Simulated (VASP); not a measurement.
# K (Im-3m) in VASP: notebook

K is run at these levels: RPBE; tasks: single point, relaxation of cell and atoms.

Program: VASP 6.6.1. These are calculated values, not measurements. Logs are shortened: lines on timing, memory, paths and dates and some standing lists are left out, and cuts for length are marked.

## 1. The cell of the first run

The structure is cubic, space group Im-3m (No. 229). The conventional cell has a = 5.438 Å, b = 5.438 Å, c = 5.438 Å, α = 90.00°, β = 90.00°, γ = 90.00°.

## 2. Single point, RPBE

INCAR reads:

```
SYSTEM = K
PREC = Accurate ; ENCUT = 520
EDIFF = 1E-6 ; ISMEAR = -1
SIGMA = 0.1 ; LREAL = .False.
LASPH = .True. ; NELM = 100
ALGO = Normal ; ISIF = 2
LWAVE = .False. ; LCHARG = .False.
GGA = RP ; NBANDS = 10
```

KPOINTS reads:

```
Automatic mesh
0
Gamma
  9 9 9
  0 0 0
```

POSCAR reads:

```
K
1.0
   -2.7189936630      2.7189936630      2.7189936630
    2.7189936630     -2.7189936630      2.7189936630
    2.7189936630      2.7189936630     -2.7189936630
K
1
Direct
    0.0000000000      0.0000000000      0.0000000000
```

Potentials or basis: VASP PAW PBE potentials, release 64 (K_sv).

Launch:

```sh
$ cat potpaw_PBE.64/K_sv/POTCAR > POTCAR
$ mpirun -np 1 vasp_std > vasp.out
```

OUTCAR:

```text
SYSTEM = K
   PREC = Accurate
   ENCUT = 520
   EDIFF = 1E-6
   ISMEAR = -1
   LREAL = .False.
   LASPH = .True.
   NELM = 100
   ISIF = 2
   GGA = RP

 ion  position               nearest neighbor table
   1  0.000  0.000  0.000-

  LATTYP: Found a body centered cubic cell.
 ALAT       =     5.4379873260

  Lattice vectors:

 A1 = (  -2.7189936630,   2.7189936630,   2.7189936630)
 A2 = (   2.7189936630,  -2.7189936630,   2.7189936630)
 A3 = (   2.7189936630,   2.7189936630,  -2.7189936630)

Analysis of symmetry for initial positions (statically):
=====================================================================
 Subroutine PRICEL returns:
 Original cell was already a primitive cell.

 Routine SETGRP: Setting up the symmetry group for a
 body centered cubic supercell.

 Subroutine GETGRP returns: Found 48 space group operations
 (whereof 48 operations were pure point group operations)
 out of a pool of 48 trial point group operations.

The static configuration has the point symmetry O_h .

Analysis of symmetry for dynamics (positions and initial velocities):
=====================================================================
 Subroutine PRICEL returns:
 Original cell was already a primitive cell.

 Routine SETGRP: Setting up the symmetry group for a
 body centered cubic supercell.

 Subroutine GETGRP returns: Found 48 space group operations
 (whereof 48 operations were pure point group operations)
 out of a pool of 48 trial point group operations.

The dynamic configuration has the point symmetry O_h .

 Subroutine INISYM returns: Found 48 space group operations
 (whereof 48 operations are pure point group operations),
 and found     1 'primitive' translations

----------------------------------------------------------------------------------------

                                     Primitive cell

  volume of cell :      80.4053

  direct lattice vectors                    reciprocal lattice vectors
    -2.718993663  2.718993663  2.718993663     0.000000000  0.183891565  0.183891565
     2.718993663 -2.718993663  2.718993663     0.183891565  0.000000000  0.183891565
     2.718993663  2.718993663 -2.718993663     0.183891565  0.183891565  0.000000000

  length of vectors
     4.709435170  4.709435170  4.709435170     0.260061945  0.260061945  0.260061945

  position of ions in fractional coordinates (direct lattice)
     0.000000000  0.000000000  0.000000000

  ion indices of the primitive-cell ions
   primitive index   ion index
                 1           1

----------------------------------------------------------------------------------------

 KPOINTS: Automatic mesh

Automatic generation of k-mesh.
 Grid dimensions read from file:
 generate k-points for:    9    9    9

 Generating k-lattice:

  Cartesian coordinates                     Fractional coordinates (reciprocal lattice)
     0.000000000  0.020432396  0.020432396     0.111111111  0.000000000  0.000000000
     0.020432396  0.000000000  0.020432396     0.000000000  0.111111111  0.000000000
     0.020432396  0.020432396  0.000000000     0.000000000  0.000000000  0.111111111

  Length of vectors
     0.028895772  0.028895772  0.028895772

  Shift w.r.t. Gamma in fractional coordinates (k-lattice)
     0.000000000  0.000000000  0.000000000

 Subroutine IBZKPT returns following result:
 ===========================================

 Found     35 irreducible k-points:

 Following reciprocal coordinates:
            Coordinates               Weight
  0.000000  0.000000  0.000000      1.000000
  0.111111  0.000000  0.000000     12.000000
  0.222222  0.000000  0.000000     12.000000
  0.333333  0.000000  0.000000     12.000000
  0.444444  0.000000  0.000000     12.000000
  0.111111  0.111111  0.000000     24.000000
[... 16 lines left out ...]
 -0.333333  0.444444  0.111111     48.000000
 -0.444444 -0.444444  0.111111     24.000000
 [... further k-points ...]
   k-points           NKPTS =     35   k-points in BZ     NKDIM =     35   number of bands    NBANDS=     10
   number of dos      NEDOS =    301   number of ions     NIONS =      1
   total plane-waves  NPLWV =  46656
   dimension x,y,z NGX =    36 NGY =   36 NGZ =   36
   dimension x,y,z NGXF=    72 NGYF=   72 NGZF=   72
   ions per type =               1
   NGX,Y,Z   is equivalent  to a cutoff of  12.71, 12.71, 12.71 a.u.
   NGXF,Y,Z  is equivalent  to a cutoff of  25.42, 25.42, 25.42 a.u.
 SYSTEM =  K
   PREC   = accura    normal or accurate (medium, high low for compatibility)
   ISTART =      0    job   : 0-new  1-cont  2-samecut
   ICHARG =      2    charge: 1-file 2-atom 10-const
   ISPIN  =      1    spin polarized calculation?
   LNONCOLLINEAR =      F non collinear calculations
   LSORBIT =      F    spin-orbit coupling
   LASPH  =      T    aspherical Exc in radial PAW
   ENCUT  =  520.0 eV  38.22 Ry    6.18 a.u.   8.76  8.76  8.76*2*pi/ulx,y,z
   NELM   =    100;   NELMIN=  2; NELMDL= -5     # of ELM steps
   EDIFF  = 0.1E-05   stopping-criterion for ELM
   LREAL  =      F    real-space projection
   EDIFFG = 0.1E-04   stopping-criterion for IOM
   NSW    =      0    number of steps for IOM
   IBRION =     -1    ionic relax: 0-MD 1-quasi-New 2-CG
   NFREE  =      0    steps in history (QN), initial steepest desc. (CG)
   ISIF   =      2    stress and relaxation
   ISYM   =      2    0-nonsym 1-usesym 2-fastsym
   POTIM  = 0.5000    time-step for ionic-motion
   TEBEG  =    0.0;   TEEND  =   0.0 temperature during run
   PSTRESS=    0.0 pullay stress
   NELECT =       9.0000    total number of electrons
   NUPDOWN=      -1.0000    fix difference up-down
   EMIN   =  10.00;   EMAX   =-10.00  energy-range for DOS
   EFERMI =   0.00;   METHOD = LEGACY
   ISMEAR =    -1;   SIGMA  =   0.10  broadening in eV -4-tet -1-fermi 0-gaus
   EFERMI_NEDOS =   21; number of points for ismear=-14 and -15
   IALGO  =     38    algorithm
   IMIX   =      4    mixing-type and parameters
     AMIX     =   0.40;   BMIX     =  1.00
     AMIX_MAG =   1.60;   BMIX_MAG =  1.00
  volume/ion in A,a.u.               =      80.41       542.60
  Fermi-wavevector in a.u.,A,eV,Ry     =   0.788971  1.490938  8.469281  0.622475
  Thomas-Fermi vector in A             =   1.894019
   LORBIT       =      0    0 simple, 1 ext, 2 COOP (PROOUT), +10 PAW based schemes
   GGA     = RP    functional components
   LHFCALC =     F    Hartree Fock is set to
   AEXX    =    0.0000 exact exchange contribution
   IVDW    =     0    specifies the selected vdW correction
   LEPSILON=     F    determine dielectric tensor
   LRPA    =     F    only Hartree local field effects (RPA)
 non-spin polarized calculation
  energy-cutoff  :      520.00
  volume of cell :       80.41
 maximum number of plane-waves:      2178
   NGX = 17   NGY = 17   NGZ = 17

 number of electron       8.9999998 magnetization

 Free energy of the ion-electron system (eV)
  ---------------------------------------------------
  ext. energy  EPLUGINS =         0.00000000
  ---------------------------------------------------
  free energy    TOTEN  =        -0.95396953 eV

  energy without entropy =       -0.92926823  energy(sigma->0) =       -0.94161888

 E-fermi :  -0.1779     XC(G=0):  -5.3138

 val. band max:       -0.2443247370   @ k =  -0.3333   0.4444   0.1111
 cond. band min:      -0.1330091852   @ k =   0.4444   0.0000   0.0000
 fundamental gap:      0.1113155518
 Fermi energy:        -0.1779495852

 k-point     1 :       0.0000    0.0000    0.0000
  band No.  band energies     occupation
      1     -32.4857      2.00000
      2     -15.8984      2.00000
      3     -15.8984      2.00000
      4     -15.8984      2.00000
      5      -2.2112      2.00000
      6       4.0695      0.00000
      7       4.0695      0.00000
      8       4.0695      0.00000
      9       4.9051      0.00000
     10       4.9051      0.00000

 k-point     2 :       0.1111    0.0000    0.0000
  band No.  band energies     occupation
      1     -32.4854      2.00000
      2     -15.9040      2.00000
      3     -15.9003      2.00000
      4     -15.8984      2.00000
      5      -2.0692      2.00000
      6       3.8023      0.00000
      7       3.8797      0.00000
      8       4.1772      0.00000
      9       4.6984      0.00000
     10       4.8625      0.00000

 k-point     3 :       0.2222    0.0000    0.0000
  band No.  band energies     occupation
      1     -32.4846      2.00000
      2     -15.9181      2.00000
      3     -15.9051      2.00000
      4     -15.8983      2.00000
      5      -1.6529      2.00000
      6       2.9415      0.00000
      7       3.5031      0.00000
      8       4.4948      0.00000
      9       4.7127      0.00000
     10       4.8254      0.00000

 k-point     4 :       0.3333    0.0000    0.0000
  band No.  band energies     occupation
      1     -32.4837      2.00000
      2     -15.9340      2.00000
      3     -15.9106      2.00000
      4     -15.8983      2.00000
      5      -0.9908      1.99941
      6       1.9124      0.00000
      7       3.1747      0.00000
      8       4.7352      0.00000
      9       4.9194      0.00000
     10       5.0047      0.00000
[... 222 lines left out ...]
 k-point    22 :      -0.4444    0.4444    0.1111
  band No.  band energies     occupation
      1     -32.4829      2.00000
      2     -15.9429      2.00000
      3     -15.9163      2.00000
      4     -15.9024      2.00000
      5      -0.0123      0.32052
      6       0.9672      0.00002
      7       3.0076      0.00000
      8       3.8624      0.00000
      9       5.1851      0.00000
     10       5.6630      0.00000

 k-point    23 :      -0.3333    0.4444    0.1111
  band No.  band energies     occupation
      1     -32.4829      2.00000
      2     -15.9374      2.00000
      3     -15.9190      2.00000
      4     -15.9060      2.00000
      5      -0.2443      1.32021
      6       1.5984      0.00000
      7       2.6150      0.00000
      8       3.9590      0.00000
      9       4.7772      0.00000
     10       5.3582      0.00000

 k-point    24 :      -0.4444   -0.4444    0.1111
  band No.  band energies     occupation
      1     -32.4826      2.00000
      2     -15.9412      2.00000
      3     -15.9216      2.00000
      4     -15.9060      2.00000
      5       0.6408      0.00056
      6       0.6665      0.00043
      7       2.4866      0.00000
      8       3.8955      0.00000
      9       4.9637      0.00000
     10       5.3691      0.00000

 [... further k-points ...]

------------------------ aborting loop because EDIFF is reached ----------------------------------------

  FORCE on cell =-STRESS in cart. coord.  units (eV):
  Direction    XX          YY          ZZ          XY          YZ          ZX
  --------------------------------------------------------------------------------------
  -------------------------------------------------------------------------------------
  Total       -0.0015116     -0.0015116     -0.0015116     -0.0000000     -0.0000000      0.0000000
  in kB       -0.0301215     -0.0301215     -0.0301215     -0.0000000     -0.0000000      0.0000000
  external PRESSURE =      -0.0301215 kB  Pullay stress =       0.0000000 kB

 VOLUME and BASIS-vectors are now :
 -----------------------------------------------------------------------------
  energy-cutoff  :      520.00
  volume of cell :       80.41
      direct lattice vectors                 reciprocal lattice vectors
    -2.718993663  2.718993663  2.718993663     0.000000000  0.183891565  0.183891565
     2.718993663 -2.718993663  2.718993663     0.183891565  0.000000000  0.183891565
     2.718993663  2.718993663 -2.718993663     0.183891565  0.183891565  0.000000000

 POSITION                                       TOTAL-FORCE (eV/Angst)
 -----------------------------------------------------------------------------------
      0.00000      0.00000      0.00000         0.000000      0.000000      0.000000
 -----------------------------------------------------------------------------------
    total drift:                               -0.000000      0.000000      0.000000

  FREE ENERGIE OF THE ION-ELECTRON SYSTEM (eV)
  ---------------------------------------------------
  free  energy   TOTEN  =        -0.9539695271 eV

  energy  without entropy=       -0.9292682254  energy(sigma->0) =       -0.94161888
```

Run time: 22 s. Hardware: 1 thread of Intel Xeon 8259CL, shared host; peak memory 0.2 GiB.

Results:

- Free energy: -0.9540 eV
- Pressure: 0.0 GPa

Levels at points of the mesh, in eV from the Fermi level:
```tsv
k point	band 1	band 2	band 3	band 4	band 5	band 6	band 7	band 8	band 9
(0.00, 0.00, 0.00)	-32.31	-15.72	-15.72	-15.72	-2.03	4.25	4.25	4.25	5.08
```

Caveat: the PAW data sets were made with another functional, which shifts forces and pressure a little.

## 3. Relaxation of cell and atoms, RPBE

This run uses another cell than the first one, of 71.32 Å³/atom, 0.887 times its volume.

INCAR reads:

```
SYSTEM = K
PREC = Accurate
ENCUT = 600
EDIFF = 1E-6
ISMEAR = -1
SIGMA = 0.1
LREAL = .FALSE.
LASPH = .TRUE.
NELM = 100
ALGO = Normal
ISIF = 3
LWAVE = .FALSE.
LCHARG = .FALSE.
GGA = RP
IBRION = 2
NSW = 80
EDIFFG = -0.01
```

KPOINTS reads:

```
regular mesh
0
G
  9 9 9
  0 0 0
```

POSCAR reads:

```
K
1.0
   -2.6125000000      2.6125000000      2.6125000000
    2.6125000000     -2.6125000000      2.6125000000
    2.6125000000      2.6125000000     -2.6125000000
K
1
Direct
    0.0000000000      0.0000000000      0.0000000000
```

Potentials or basis: VASP PAW PBE potentials, release 64 (K_sv).

Launch:

```sh
$ cat potpaw_PBE.64/K_sv/POTCAR > POTCAR
$ mpirun -np 1 vasp_std > vasp.out
```

Wall time 82 s (1 thread of Intel Xeon 8259CL, shared host); peak memory 0.22 GiB.

It converged, with:

- Free energy: -0.9538 eV
- Relaxed volume: 80.36 Å³/atom
- Relaxed cell: a = 4.709 Å, b = 4.709 Å, c = 4.709 Å, α = 109.47°, β = 109.47°, γ = 109.47°
- Space group after relaxing (to 0.05 Å): Im-3m (No. 229)
- Energy gained by relaxing: 12.3 meV/atom
- Ionic steps: 4
- Pressure after relaxing: 0.0 GPa

Step by step:
```csv
step,energy change (eV),largest force (eV/Å),pressure (GPa),volume (Å³)
1,0.0000,0.0000,0.47,71.32
2,-0.0055,0.0000,0.33,73.52
3,-0.0122,0.0000,0.03,79.58
4,-0.0123,0.0000,0.00,80.36
```

Final structure:
```xyz
1
Lattice="-2.7185 2.7185 2.7185 2.7185 -2.7185 2.7185 2.7185 2.7185 -2.7185" Properties=species:S:1:pos:R:3 pbc="T T T"
K     0.0000    0.0000    5.4369
```

Levels at points of the mesh, in eV from the Fermi level:
```tsv
k point	band 1	band 2	band 3	band 4	band 5	band 6	band 7	band 8
(0.00, 0.00, 0.00)	-32.31	-15.72	-15.72	-15.72	-2.03	4.25	4.25	4.25
```

Caveat: the PAW data sets were made with another functional, which shifts forces and pressure a little; the volume moved by +13 % from the deposited cell, more than functionals usually miss.

(Continued in part 2 of 2.)
